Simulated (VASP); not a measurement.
Set up this calculation in VASP 6.6.1, as the native input.

```
Task                   : single point
Functional             : PBE
Potentials or basis    : VASP PAW PBE potentials, release 64 (Ti_sv, Al)
Cutoff                 : 520 eV
k mesh                 : 11 × 11 × 6
Occupations            : gaussian, width 0.05 eV
Spin                   : no spin polarisation
Dipole correction      : no
Further INCAR settings : ALGO = Fast; EDIFF = 1e-06; NBANDS = 14
```

The structure of TiAl lies in POSCAR:

```
TiAl
1.0
    2.9049936943      0.0000000000      0.0000000000
   -1.4524968471      2.5157983370      0.0000000000
    0.0000000000      0.0000000000      4.7396437833
Ti Al
1 1
Direct
    0.0000000000      0.0000000000      0.0000000000
    0.3333333333      0.6666666667      0.5000000000
```

This cell differs from its parent crystal: volume scaled by 1.04.

These files were run (other wordings do the same):

INCAR

```
SYSTEM = TiAl
PREC = Accurate ; ENCUT = 520
EDIFF = 1E-6 ; ISMEAR = 0
SIGMA = 0.05 ; LREAL = .FALSE.
LASPH = .TRUE. ; NELM = 60
ALGO = Fast ; ISIF = 2
LWAVE = .FALSE. ; LCHARG = .FALSE.
GGA = PE ; NBANDS = 14
```

KPOINTS

```
Automatic mesh
0
G
  11 11 6
  0 0 0
```

Potentials or basis: VASP PAW PBE potentials, release 64 (Ti_sv, Al).

Command:

```bash
$ cat potpaw_PBE.64/Ti_sv/POTCAR potpaw_PBE.64/Al/POTCAR > POTCAR
$ mpirun -np 1 vasp_std > vasp.out
```

Results of the run:

- Pressure: -3.8 GPa

It took 60 s on 1 thread of Intel(R) Xeon(R) Platinum 8259CL CPU @ 2.50GHz (Skylake/Cascade Lake) (shared host), peak memory 0.17 GiB.
